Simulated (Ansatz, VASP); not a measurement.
**Zr2C: VASP beside Ansatz**

Contents of INCAR:

```
SYSTEM = Zr2C
PREC = Accurate
ENCUT = 520
EDIFF = 1E-6
ISMEAR = 0
SIGMA = 0.1
LREAL = .FALSE.
LASPH = .TRUE.
NELM = 150
ALGO = Normal
ISIF = 2
LWAVE = .FALSE.
LCHARG = .FALSE.
ISPIN = 2
MAGMOM = 1 1 0
LORBIT = 11
LMAXMIX = 4
GGA = PE
NBANDS = 25
```

Contents of KPOINTS:

```
regular mesh
0
G
  6 6 6
  0 0 0
```

The input POSCAR:

```
Zr2C
1.0
    1.6677327000      0.9628659000      5.3828681000
   -1.6677327000      0.9628659000      5.3828681000
    0.0000000000     -1.9257318000      5.3828681000
Zr C
2 1
Direct
    0.2555690000      0.2555690000      0.2555690000
    0.7444310000      0.7444310000      0.7444310000
    0.0000000000      0.0000000000      0.0000000000
```

Input for Ansatz:

```yaml
crystal:
  lattice:
    - [1.6677327, 0.9628659, 5.3828681]
    - [-1.6677327, 0.9628659, 5.3828681]
    - [0.0, -1.9257318, 5.3828681]
  atoms:
    - { symbol: Zr, position: [0.255569, 0.255569, 0.255569], spin: 1.0 }
    - { symbol: Zr, position: [0.744431, 0.744431, 0.744431], spin: 1.0 }
    - { symbol: C, position: [0.0, 0.0, 0.0] }
basis:
  ecutwfc: 420
kpoints:
  mp_grid: { grid: [6, 6, 6] }
hamiltonian:
  xc: pbe
scf:
  occupations: { method: gaussian, width: 0.1 }
  lower_state_search: "off"
output:
  forces: true
  stress: true
  eigenvalues: true
  populations: true
magnetization:
  spin_polarized: true
```

Change from the starting cell: relaxed end of: species swapped into the Ba2N type (R-3m, No. 166).

Alike in both runs: task single point; functional PBE; k mesh 6 × 6 × 6; occupations gaussian, width 0.1 eV; collinear spin.

|  | VASP | Ansatz |
| --- | --- | --- |
| version | VASP 6.6.1 | Ansatz 0.2.0 |
| potentials or method | VASP PAW PBE potentials, release 64 (Zr_sv, C), cutoff 520 eV | scalar-relativistic, plane waves, PAW |
| valence electrons in the cell | 28 | 28 |

```csv
,VASP,Ansatz,Ansatz less VASP
gap on the k mesh at the Fermi level (eV),none,none,-
pressure (GPa),0.2,0.1,-0.14
"traceless stress, the component that is largest in VASP (GPa)",0.35,0.36,+0.001
rms of the force components (eV/Å),0.026,0.018,-0.0081
net moment per atom (μB),0.00,0.00,0.000
```

Atom by atom the forces differ by 0.008 eV/Å (rms over components). A gap of «none» marks a metal or a gap that the smearing closes. The functional is the same, so the differences come from potentials, cutoffs and numerics. Ansatz's warnings: seeded moment not kept.

The k mesh is coarse, so the values compare programs but aren't converged.
